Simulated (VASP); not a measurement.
# K3Zr2S (P-3m1) in VASP: a series of runs, part 2 of 2

VASP 6.6.1. Earlier steps stand in the parts before.

### Step 4. Relaxation of cell and atoms, PBE

This run uses another cell than the first one, of 28.82 Å³/atom.

INCAR reads:

```
SYSTEM = K3Zr2S
  PREC = Accurate
  ENCUT = 600
  EDIFF = 1E-6
  ISMEAR = 0
  SIGMA = 0.1
  LREAL = .FALSE.
  LASPH = .TRUE.
  NELM = 60
  ALGO = Normal
  ISIF = 3
  LWAVE = .FALSE.
  LCHARG = .FALSE.
  GGA = PE
  IBRION = 2
  NSW = 90
  EDIFFG = -0.04
```

KPOINTS reads:

```
Automatic mesh
0
G
  6 6 2
  0 0 0
```

POSCAR reads:

```
K3Zr2S
1.0
    4.3169947600      0.0000000000      0.0000000000
   -2.1584973800      3.7386271300      0.0000000000
    0.0000000000      0.0000000000     10.7121589700
K Zr S
3 2 1
Direct
    0.3333333300      0.6666666700      0.3480919900
    0.6666666700      0.3333333300      0.6519080100
    0.0000000000      0.0000000000      0.0000000000
    0.3333333300      0.6666666700      0.8271350300
    0.6666666700      0.3333333300      0.1728649700
    0.0000000000      0.0000000000      0.5000000000
```

Launch:

```
cat potpaw_PBE.64/K_sv/POTCAR potpaw_PBE.64/Zr_sv/POTCAR potpaw_PBE.64/S/POTCAR > POTCAR
mpirun -np 1 vasp_std > vasp.out
```

Run time: 29 min. Hardware: 1 thread of Intel Xeon 6975P-C (Granite Rapids), shared host; peak memory 0.42 GiB.

The run converged. Its results:

| Property | Result |
| --- | --- |
| Free energy | -21.1897 eV |
| Relaxed volume | 29.63 Å³/atom |
| Relaxed cell | a = 3.320 Å, b = 3.320 Å, c = 18.626 Å, α = 90.00°, β = 90.00°, γ = 120.00° |
| Space group after relaxing (to 0.1 Å) | P-3m1 (No. 164) |
| Energy gained by relaxing | 842.1 meV/atom |
| Ionic steps | 29 |
| Pressure after relaxing | 0.1 GPa |
| Largest force after relaxing | 0.021 eV/Å |
| Band gap on the k mesh | zero (an odd number of electrons rules out a gap without spin polarisation) |

Forces in eV/Å, atoms in the order of the input:
```
K    0.000  0.000  0.021
K    0.000  0.000 -0.021
K    0.000  0.000  0.000
Zr   0.000  0.000  0.017
Zr   0.000  0.000 -0.017
S    0.000  0.000  0.000
```

Stress tensor (GPa, compression positive):
```
0.02 0.00 0.00
0.00 0.02 0.00
0.00 0.00 0.12
```

Step by step:
```
step  energy change (eV)  largest force (eV/Å)  pressure (GPa)  volume (Å³)
   1              0.0000                1.3260            3.31       172.89
   2             -0.4587                1.1923            1.51       188.21
   3             -0.9019                0.8233           -1.15       225.46
   4             -1.1821                0.5236           -0.84       221.62
   5             -1.4808                0.1782            0.26       214.26
   6             -1.4968                0.5586            1.04       210.80
   7             -1.7157                0.7579            0.86       218.60
   8             -2.3926                1.1042            0.77       235.43
   9             -0.1688                1.5687           -5.33       243.03
  10             -2.2519                1.4481            1.61       238.00
  11             -2.2684                1.6534            0.62       243.58
  12             -2.3831                1.5990            1.43       242.08
  13             -2.3684                1.6224            1.20       242.80
  14             -2.2181                0.7904           -2.93       257.32
  15             -2.4450                1.2563           -0.35       248.80
  16             -2.5958                1.1434           -0.46       246.59
  17             -2.9958                0.9406           -0.77       240.04
  18             -3.6193                0.9175           -1.34       227.17
  19             -4.3663                0.6992           -1.85       202.40
  20             -4.7101                0.5612           -0.88       187.65
  21             -4.8596                0.3778            0.56       174.30
  22             -4.8636                0.3417            0.98       171.45
  23             -4.9211                0.3527            0.11       175.04
  24             -4.9311                0.3869           -0.41       177.32
  25             -4.9723                0.3261           -0.27       176.76
  26             -5.0392                0.0977            0.28       175.09
  27             -5.0408                0.0440            0.40       174.76
  28             -5.0506                0.0275           -0.07       178.98
  29             -5.0524                0.0210            0.06       177.76
```

Final structure:
```
CELL_PARAMETERS angstrom
3.31967 0.00000 0.00000
-1.65984 2.87492 0.00000
0.00000 0.00000 18.62596
ATOMIC_POSITIONS crystal
K 0.33333 0.66667 0.37778
K 0.66667 0.33333 0.62222
K 0.00000 0.00000 0.00000
Zr 0.33333 0.66667 0.81438
Zr 0.66667 0.33333 0.18562
S 0.00000 0.00000 0.50000
```

Levels at points of the mesh, in eV from the Fermi level:
| k point | band 26 | band 27 | band 28 | band 29 | band 30 | band 31 |
| --- | --- | --- | --- | --- | --- | --- |
| (0.00, 0.00, 0.00) | -0.86 | -0.53 | -0.16 | 0.93 | 0.93 | 1.16 |
| (0.50, 0.00, 0.00) | -0.91 | -0.74 | -0.12 | 0.43 | 0.86 | 0.93 |
| (0.00, 0.00, 0.50) | -0.86 | -0.52 | -0.20 | 0.93 | 0.93 | 1.16 |
| (0.50, 0.00, 0.50) | -0.90 | -0.75 | -0.12 | 0.44 | 0.82 | 0.97 |

Caveat: a cell axis changed by over 15 % at a fixed basis, so the end point is rough.

### Step 5. Single point, PBE, collinear spin

INCAR reads:

```
ALGO = Normal
EDIFF = 1E-6
ENCUT = 520
GGA = PE
ISIF = 2
ISMEAR = 0
ISPIN = 2
LASPH = True
LCHARG = False
LMAXMIX = 4
LORBIT = 11
LREAL = False
LWAVE = False
MAGMOM = 0 0 0 1 1 0
NBANDS = 42
NELM = 150
PREC = Accurate
SIGMA = 0.1
```

KPOINTS reads:

```
k-points
0
Gamma
  6 6 2
```

POSCAR reads:

```
K3Zr2S
1.0
    5.3129241498      0.0000000000      0.0000000000
   -2.6564620749      4.6011272821      0.0000000000
    0.0000000000      0.0000000000      8.5863866590
K Zr S
3 2 1
Direct
    0.3333333333      0.6666666667      0.3870521429
    0.6666666667      0.3333333333      0.6129478571
    0.0000000000      0.0000000000      0.0000000000
    0.3333333333      0.6666666667      0.9326780398
    0.6666666667      0.3333333333      0.0673219602
    0.0000000000      0.0000000000      0.5000000000
```

Launch:

```
cat potpaw_PBE.64/K_sv/POTCAR potpaw_PBE.64/Zr_sv/POTCAR potpaw_PBE.64/S/POTCAR > POTCAR
mpirun -np 1 vasp_std > vasp.out
```

It took 2.9 min on 1 thread of Intel Xeon 6975P-C (Granite Rapids), shared host; peak memory 0.49 GiB.

It converged, with:

| Quantity | Value |
| --- | --- |
| Free energy | -20.1172 eV |
| Pressure | 0.7 GPa |
| Largest force | 0.422 eV/Å |
| Net moment | 3.54 μB per cell |
| Site moments | K +0.01, +0.04 (each value once); Zr +0.90; S +0.01 μB |
| Valence electrons inside the program's atomic spheres | K 7.58, 7.66 (each value once); Zr 9.81; S 3.66 |

Forces in eV/Å, atoms in the order of the input:
```
K    0.000  0.000 -0.074
K    0.000  0.000  0.074
K    0.000  0.000  0.000
Zr   0.000  0.000  0.422
Zr   0.000  0.000 -0.422
S    0.000  0.000  0.000
```

Stress tensor (GPa, compression positive):
```
 1.35  0.00  0.00
 0.00  1.35  0.00
 0.00  0.00 -0.73
```

Levels at points of the mesh, in eV from the Fermi level:
Spin up:
| k point | band 26 | band 27 | band 28 | band 29 | band 30 | band 31 | band 32 | band 33 | band 34 | band 35 |
| --- | --- | --- | --- | --- | --- | --- | --- | --- | --- | --- |
| (0.00, 0.00, 0.00) | -0.83 | -0.83 | -0.44 | -0.44 | -0.41 | 0.03 | 1.15 | 1.39 | 1.39 | 1.66 |
| (0.50, 0.00, 0.00) | -1.22 | -1.08 | -0.45 | -0.44 | -0.41 | -0.38 | 0.89 | 1.06 | 1.13 | 1.31 |
| (0.00, 0.00, 0.50) | -0.80 | -0.80 | -0.76 | -0.44 | -0.44 | 0.18 | 0.57 | 1.32 | 1.32 | 1.69 |
| (0.50, 0.00, 0.50) | -1.31 | -0.95 | -0.68 | -0.46 | -0.36 | -0.04 | 0.78 | 1.12 | 1.22 | 1.34 |
Spin down:
| k point | band 23 | band 24 | band 25 | band 26 | band 27 | band 28 | band 29 | band 30 | band 31 | band 32 |
| --- | --- | --- | --- | --- | --- | --- | --- | --- | --- | --- |
| (0.00, 0.00, 0.00) | -1.72 | -1.40 | -1.40 | 0.02 | 0.02 | 0.48 | 0.48 | 0.59 | 0.61 | 1.70 |
| (0.50, 0.00, 0.00) | -1.44 | -1.28 | -0.66 | -0.65 | -0.28 | 0.30 | 0.38 | 0.51 | 0.56 | 1.43 |
| (0.00, 0.00, 0.50) | -1.40 | -1.40 | -1.28 | -0.02 | 0.05 | 0.05 | 0.49 | 0.49 | 0.97 | 1.29 |
| (0.50, 0.00, 0.50) | -1.49 | -1.29 | -0.90 | -0.58 | -0.17 | 0.29 | 0.37 | 0.61 | 0.68 | 1.39 |

Caveat: the k points lie up to 0.37 Å⁻¹ apart.

### Step 6. Overview

| task | spin | cell | cutoff (eV) | gap on the mesh (eV) | pressure (GPa) | largest force (eV/Å) |
| --- | --- | --- | --- | --- | --- | --- |
| single point | off | a = 5.313, b = 5.313, c = 8.586 Å, angles 90.0, 90.0, 120.0°, 6 atoms, atomic positions A | 520 | none | 0.0 | - |
| single point | off | a = 4.317, b = 4.317, c = 10.712 Å, angles 90.0, 90.0, 120.0°, 6 atoms, atomic positions B | 520 | none | 3.3 | 1.33 |
| relaxation of cell and atoms | off | relaxed from a = 4.317, b = 4.317, c = 10.712 Å, angles 90.0, 90.0, 120.0°, 6 atoms, atomic positions B | 600 | none | 0.1 | 0.02 |
| single point | collinear | a = 5.313, b = 5.313, c = 8.586 Å, angles 90.0, 90.0, 120.0°, 6 atoms, atomic positions A | 520 | none | 0.7 | 0.42 |

Alike in all rows: level PBE; potentials or basis VASP PAW PBE potentials, release 64 (K_sv, Zr_sv, S); k mesh 6 × 6 × 2; smearing gaussian 0.1 eV.

Caveats: some runs use coarse meshes; the cell stands under pressure (at least some runs); forces of over 1 eV/Å act on the atoms, so gaps and moduli don't describe the material at rest (at least some runs); a cell axis changed by over 15 % at a fixed basis, so the end point is rough (at least some runs).

Total energies depend on the potentials used, so only differences within one code and one set of settings carry meaning.
